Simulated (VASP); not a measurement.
# GaP in VASP: notebook

Runs on GaP. Level: PBE. Tasks: single point.

Everything below comes from runs of VASP 6.6.1. Logs are shortened: lines on timing, memory, paths and dates and some standing lists are left out, and cuts for length are marked.

### 1 The cell of the first run

Symmetry: F-43m, No. 216, cubic system. The conventional cell has a = 5.014 Å, b = 5.014 Å, c = 5.014 Å, α = 90.00°, β = 90.00°, γ = 90.00°. Ga (site symmetry -43m) has 4 P at 2.17 Å within 2.9 Å. P (site symmetry -43m) has 4 Ga at 2.17 Å within 2.9 Å.

### 2 Single point, PBE (strain -0.080 along x and y, -0.080 along z)

INCAR reads:

```
ALGO     = Normal         # electronic algorithm
EDIFF    = 1E-6           # SCF threshold, eV
ENCUT    = 520            # plane-wave cutoff, eV
GGA      = PE             # functional
ISIF     = 2              # what is computed and relaxed
ISMEAR   = 0              # smearing method
LASPH    = T              # aspherical terms in the spheres
LCHARG   = F              # write CHGCAR
LREAL    = F              # projectors in reciprocal space
LWAVE    = F              # write WAVECAR
NBANDS   = 16             # bands
NELM     = 80             # most SCF steps
PREC     = Accurate       # precision mode
SIGMA    = 0.05           # smearing width, eV
```

KPOINTS reads:

```
k-points
0
Gamma
  8 8 8
```

POSCAR reads:

```
GaP
1.0
    0.0000000000      2.5072300000      2.5072300000
    2.5072300000      0.0000000000      2.5072300000
    2.5072300000      2.5072300000      0.0000000000
Ga P
1 1
Direct
    0.0000000000      0.0000000000      0.0000000000
    0.7500000000      0.7500000000      0.7500000000
```

Potentials or basis: VASP PAW PBE potentials, release 64 (Ga_d, P).

The run is started by

```console
> cat potpaw_PBE.64/Ga_d/POTCAR potpaw_PBE.64/P/POTCAR > POTCAR
> mpirun -np 1 vasp_std > vasp.out
```

OUTCAR:

```text
EDIFF = 1E-6
   ENCUT = 520
   GGA = PE
   ISIF = 2
   ISMEAR = 0
   LASPH = T
   LREAL = F
   NELM = 80
   PREC = Accurate

 ion  position               nearest neighbor table
   1  0.000  0.000  0.000-   2 2.17   2 2.17   2 2.17   2 2.17
   2  0.750  0.750  0.750-   1 2.17   1 2.17   1 2.17   1 2.17

  LATTYP: Found a face centered cubic cell.
 ALAT       =     5.0144600000

  Lattice vectors:

 A1 = (   0.0000000000,   2.5072300000,   2.5072300000)
 A2 = (   2.5072300000,   0.0000000000,   2.5072300000)
 A3 = (   2.5072300000,   2.5072300000,   0.0000000000)

Analysis of symmetry for initial positions (statically):
=====================================================================
 Subroutine PRICEL returns:
 Original cell was already a primitive cell.

 Routine SETGRP: Setting up the symmetry group for a
 face centered cubic supercell.

 Subroutine GETGRP returns: Found 24 space group operations
 (whereof 24 operations were pure point group operations)
 out of a pool of 48 trial point group operations.

The static configuration has the point symmetry T_d .

Analysis of symmetry for dynamics (positions and initial velocities):
=====================================================================
 Subroutine PRICEL returns:
 Original cell was already a primitive cell.

 Routine SETGRP: Setting up the symmetry group for a
 face centered cubic supercell.

 Subroutine GETGRP returns: Found 24 space group operations
 (whereof 24 operations were pure point group operations)
 out of a pool of 48 trial point group operations.

The dynamic configuration has the point symmetry T_d .

 Subroutine INISYM returns: Found 24 space group operations
 (whereof 24 operations are pure point group operations),
 and found     1 'primitive' translations

----------------------------------------------------------------------------------------

                                     Primitive cell

  volume of cell :      31.5219

  direct lattice vectors                    reciprocal lattice vectors
     0.000000000  2.507230000  2.507230000    -0.199423268  0.199423268  0.199423268
     2.507230000  0.000000000  2.507230000     0.199423268 -0.199423268  0.199423268
     2.507230000  2.507230000  0.000000000     0.199423268  0.199423268 -0.199423268

  length of vectors
     3.545758670  3.545758670  3.545758670     0.345411232  0.345411232  0.345411232

  position of ions in fractional coordinates (direct lattice)
     0.000000000  0.000000000  0.000000000
     0.750000000  0.750000000  0.750000000

  ion indices of the primitive-cell ions
   primitive index   ion index
                 1           1
                 2           2

----------------------------------------------------------------------------------------

 KPOINTS: k-points

Automatic generation of k-mesh.
 Grid dimensions read from file:
 generate k-points for:    8    8    8

 Generating k-lattice:

  Cartesian coordinates                     Fractional coordinates (reciprocal lattice)
    -0.024927908  0.024927908  0.024927908     0.125000000  0.000000000  0.000000000
     0.024927908 -0.024927908  0.024927908     0.000000000  0.125000000  0.000000000
     0.024927908  0.024927908 -0.024927908     0.000000000  0.000000000  0.125000000

  Length of vectors
     0.043176404  0.043176404  0.043176404

  Shift w.r.t. Gamma in fractional coordinates (k-lattice)
     0.000000000  0.000000000  0.000000000

 Subroutine IBZKPT returns following result:
 ===========================================

 Found     29 irreducible k-points:

 Following reciprocal coordinates:
            Coordinates               Weight
  0.000000  0.000000  0.000000      1.000000
  0.125000  0.000000  0.000000      8.000000
  0.250000  0.000000  0.000000      8.000000
  0.375000  0.000000  0.000000      8.000000
  0.500000  0.000000  0.000000      4.000000
  0.125000  0.125000  0.000000      6.000000
[... 16 lines left out ...]
  0.500000  0.250000  0.125000     48.000000
 -0.375000  0.250000  0.125000     24.000000
 [... further k-points ...]
   k-points           NKPTS =     29   k-points in BZ     NKDIM =     29   number of bands    NBANDS=     16
   number of dos      NEDOS =    301   number of ions     NIONS =      2
   total plane-waves  NPLWV =  21952
   dimension x,y,z NGX =    28 NGY =   28 NGZ =   28
   dimension x,y,z NGXF=    56 NGYF=   56 NGZF=   56
   ions per type =               1   1
   NGX,Y,Z   is equivalent  to a cutoff of  13.13, 13.13, 13.13 a.u.
   NGXF,Y,Z  is equivalent  to a cutoff of  26.26, 26.26, 26.26 a.u.
 SYSTEM =  unknown system
   PREC   = accura    normal or accurate (medium, high low for compatibility)
   ISTART =      0    job   : 0-new  1-cont  2-samecut
   ICHARG =      2    charge: 1-file 2-atom 10-const
   ISPIN  =      1    spin polarized calculation?
   LNONCOLLINEAR =      F non collinear calculations
   LSORBIT =      F    spin-orbit coupling
   LASPH  =      T    aspherical Exc in radial PAW
   ENCUT  =  520.0 eV  38.22 Ry    6.18 a.u.   6.59  6.59  6.59*2*pi/ulx,y,z
   NELM   =     80;   NELMIN=  2; NELMDL= -5     # of ELM steps
   EDIFF  = 0.1E-05   stopping-criterion for ELM
   LREAL  =      F    real-space projection
   EDIFFG = 0.1E-04   stopping-criterion for IOM
   NSW    =      0    number of steps for IOM
   IBRION =     -1    ionic relax: 0-MD 1-quasi-New 2-CG
   NFREE  =      0    steps in history (QN), initial steepest desc. (CG)
   ISIF   =      2    stress and relaxation
   ISYM   =      2    0-nonsym 1-usesym 2-fastsym
   POTIM  = 0.5000    time-step for ionic-motion
   TEBEG  =    0.0;   TEEND  =   0.0 temperature during run
   PSTRESS=    0.0 pullay stress
   NELECT =      18.0000    total number of electrons
   NUPDOWN=      -1.0000    fix difference up-down
   EMIN   =  10.00;   EMAX   =-10.00  energy-range for DOS
   EFERMI =   0.00;   METHOD = LEGACY
   ISMEAR =     0;   SIGMA  =   0.05  broadening in eV -4-tet -1-fermi 0-gaus
   EFERMI_NEDOS =   21; number of points for ismear=-14 and -15
   IALGO  =     38    algorithm
   IMIX   =      4    mixing-type and parameters
     AMIX     =   0.40;   BMIX     =  1.00
     AMIX_MAG =   1.60;   BMIX_MAG =  1.00
  volume/ion in A,a.u.               =      15.76       106.36
  Fermi-wavevector in a.u.,A,eV,Ry     =   1.358193  2.566613 25.098507  1.844688
  Thomas-Fermi vector in A             =   2.485047
   LORBIT       =      0    0 simple, 1 ext, 2 COOP (PROOUT), +10 PAW based schemes
   GGA     = PE    functional components
   LHFCALC =     F    Hartree Fock is set to
   AEXX    =    0.0000 exact exchange contribution
   IVDW    =     0    specifies the selected vdW correction
   LEPSILON=     F    determine dielectric tensor
   LRPA    =     F    only Hartree local field effects (RPA)
 non-spin polarized calculation
 Gauss-broadening in eV      SIGMA  =   0.05
  energy-cutoff  :      520.00
  volume of cell :       31.52
 maximum number of plane-waves:       877
 NGX is ok and might be reduce to    28
   NGX = 13   NGY = 13   NGZ = 13

 number of electron      17.9999999 magnetization

 Free energy of the ion-electron system (eV)
  ---------------------------------------------------
  ext. energy  EPLUGINS =         0.00000000
  ---------------------------------------------------
  free energy    TOTEN  =        -8.14196992 eV

  energy without entropy =       -8.14196992  energy(sigma->0) =       -8.14196992

 E-fermi :   7.7999     XC(G=0): -11.0219

 val. band max:        7.5959210532   @ k =   0.0000   0.0000   0.0000
 cond. band min:       8.6032708471   @ k =   0.5000   0.5000   0.0000
 fundamental gap:      1.0073497939
 Fermi energy:         7.7999341288

 k-point     1 :       0.0000    0.0000    0.0000
  band No.  band energies     occupation
      1      -7.6685      2.00000
      2      -7.6685      2.00000
      3      -7.6685      2.00000
      4      -7.4652      2.00000
      5      -7.4652      2.00000
      6      -7.0917      2.00000
[... 8 lines left out ...]
     15      17.6695      0.00000
     16      17.6695      0.00000

 k-point     2 :       0.1250    0.0000    0.0000
  band No.  band energies     occupation
      1      -7.7292      2.00000
      2      -7.6584      2.00000
      3      -7.6584      2.00000
      4      -7.4655      2.00000
      5      -7.4655      2.00000
      6      -6.7887      2.00000
[... 8 lines left out ...]
     15      16.8848      0.00000
     16      18.5314      0.00000

 k-point     3 :       0.2500    0.0000    0.0000
  band No.  band energies     occupation
      1      -7.8087      2.00000
      2      -7.6371      2.00000
      3      -7.6371      2.00000
      4      -7.4629      2.00000
      5      -7.4629      2.00000
      6      -5.9957      2.00000
[... 8 lines left out ...]
     15      16.7234      0.00000
     16      18.2574      0.00000

 k-point     4 :       0.3750    0.0000    0.0000
  band No.  band energies     occupation
      1      -7.8618      2.00000
      2      -7.6217      2.00000
      3      -7.6217      2.00000
      4      -7.4539      2.00000
      5      -7.4539      2.00000
      6      -4.8562      2.00000
[... 8 lines left out ...]
     15      18.2940      0.00000
     16      19.0378      0.00000
[... 324 lines left out ...]
 k-point    22 :       0.3750    0.2500    0.1250
  band No.  band energies     occupation
      1      -7.8419      2.00000
      2      -7.6127      2.00000
      3      -7.6031      2.00000
      4      -7.4960      2.00000
      5      -7.4455      2.00000
      6      -5.3450      2.00000
[... 8 lines left out ...]
     15      19.8751      0.00000
     16      21.6644      0.00000

 k-point    23 :       0.5000    0.2500    0.1250
  band No.  band energies     occupation
      1      -7.8671      2.00000
      2      -7.6058      2.00000
      3      -7.5838      2.00000
      4      -7.4904      2.00000
      5      -7.4459      2.00000
      6      -4.2608      2.00000
[... 8 lines left out ...]
     15      20.4616      0.00000
     16      21.6167      0.00000

 k-point    24 :      -0.3750    0.2500    0.1250
  band No.  band energies     occupation
      1      -7.8763      2.00000
      2      -7.6052      2.00000
      3      -7.5772      2.00000
      4      -7.4810      2.00000
      5      -7.4496      2.00000
      6      -3.5028      2.00000
[... 8 lines left out ...]
     15      20.3926      0.00000
     16      21.6700      0.00000

 [... further k-points ...]
[... 5 lines left out ...]
  --------------------------------------------------------------------------------------
  -------------------------------------------------------------------------------------
  Total        7.7699581      7.7699581      7.7699581      0.0000000      0.0000000      0.0000000
  in kB      394.9269164    394.9269164    394.9269164      0.0000000      0.0000000      0.0000000
  external PRESSURE =     394.9269164 kB  Pullay stress =       0.0000000 kB

 VOLUME and BASIS-vectors are now :
 -----------------------------------------------------------------------------
  energy-cutoff  :      520.00
  volume of cell :       31.52
      direct lattice vectors                 reciprocal lattice vectors
     0.000000000  2.507230000  2.507230000    -0.199423268  0.199423268  0.199423268
     2.507230000  0.000000000  2.507230000     0.199423268 -0.199423268  0.199423268
     2.507230000  2.507230000  0.000000000     0.199423268  0.199423268 -0.199423268

 POSITION                                       TOTAL-FORCE (eV/Angst)
 -----------------------------------------------------------------------------------
      0.00000      0.00000      0.00000        -0.000000     -0.000000     -0.000000
      3.76084      3.76084      3.76084         0.000000      0.000000      0.000000
 -----------------------------------------------------------------------------------
    total drift:                               -0.000001     -0.000001     -0.000001

  FREE ENERGIE OF THE ION-ELECTRON SYSTEM (eV)
  ---------------------------------------------------
  free  energy   TOTEN  =        -8.1419699151 eV

  energy  without entropy=       -8.1419699151  energy(sigma->0) =       -8.14196992
```

It took 12 s on 1 thread of AMD EPYC 7R13 (Zen 3), shared host; peak memory 0.13 GiB.

What came out:

* Free energy: -8.1420 eV
* Pressure: 39.5 GPa
* Band gap on the k mesh: 1.01 eV, indirect (least direct gap 3.69 eV)

Levels at points of the mesh, in eV from the valence-band top:
```tsv
k point	band 5	band 6	band 7	band 8	band 9	band 10	band 11	band 12	band 13	band 14
(0.00, 0.00, 0.00)	-15.06	-14.69	0.00	0.00	0.00	3.69	3.69	3.69	3.98	9.98
(0.50, 0.00, 0.00)	-15.04	-11.65	-8.35	-1.55	-1.55	2.42	4.51	4.51	8.54	12.43
(0.50, 0.50, 0.00)	-15.01	-10.41	-8.13	-3.70	-3.70	1.01	1.38	12.39	12.39	12.87
```

Caveat: the cell differs from its parent crystal (strain -0.080 along x and y, -0.080 along z). A k mesh can miss the band edges.

### 3 Single point, PBE (strain -0.040 along x and y, -0.040 along z)

INCAR reads:

```
  PREC = Accurate
  ENCUT = 520
  EDIFF = 1E-6
  ISMEAR = 0
  SIGMA = 0.05
  LREAL = F
  LASPH = T
  NELM = 80
  ALGO = Normal
  ISIF = 2
  LWAVE = F
  LCHARG = T
  GGA = PE
  LELF = T
  LVHAR = T
  NBANDS = 16
```

KPOINTS reads:

```
Automatic mesh
0
Gamma
  8 8 8
```

POSCAR reads:

```
GaP
1.0
    0.0000000000      2.6162400000      2.6162400000
    2.6162400000      0.0000000000      2.6162400000
    2.6162400000      2.6162400000      0.0000000000
Ga P
1 1
Direct
    0.0000000000      0.0000000000      0.0000000000
    0.7500000000      0.7500000000      0.7500000000
```

Potentials or basis: VASP PAW PBE potentials, release 64 (Ga_d, P).

The run is started by

```console
> cat potpaw_PBE.64/Ga_d/POTCAR potpaw_PBE.64/P/POTCAR > POTCAR
> mpirun -np 1 vasp_std > vasp.out
```

Wall time 12 s (1 thread of AMD EPYC 7R13 (Zen 3), shared host); peak memory 0.13 GiB.

Results (log left out):

| Quantity | Value |
| --- | --- |
| Free energy | -8.8618 eV |
| Pressure | 16.3 GPa |
| Band gap on the k mesh | 1.37 eV, indirect (least direct gap 2.87 eV) |

Levels at points of the mesh, in eV from the valence-band top:
| k point | band 6 | band 7 | band 8 | band 9 | band 10 | band 11 | band 12 | band 13 |
| --- | --- | --- | --- | --- | --- | --- | --- | --- |
| (0.00, 0.00, 0.00) | -13.49 | 0.00 | 0.00 | 0.00 | 2.87 | 3.83 | 3.83 | 3.83 |
| (0.50, 0.00, 0.00) | -10.98 | -7.40 | -1.31 | -1.31 | 2.05 | 4.66 | 4.66 | 8.46 |
| (0.50, 0.50, 0.00) | -9.92 | -7.38 | -3.14 | -3.14 | 1.37 | 1.66 | 11.51 | 11.51 |

Caveat: the cell differs from its parent crystal (strain -0.040 along x and y, -0.040 along z).

(Part 1 of 2 ends here.)
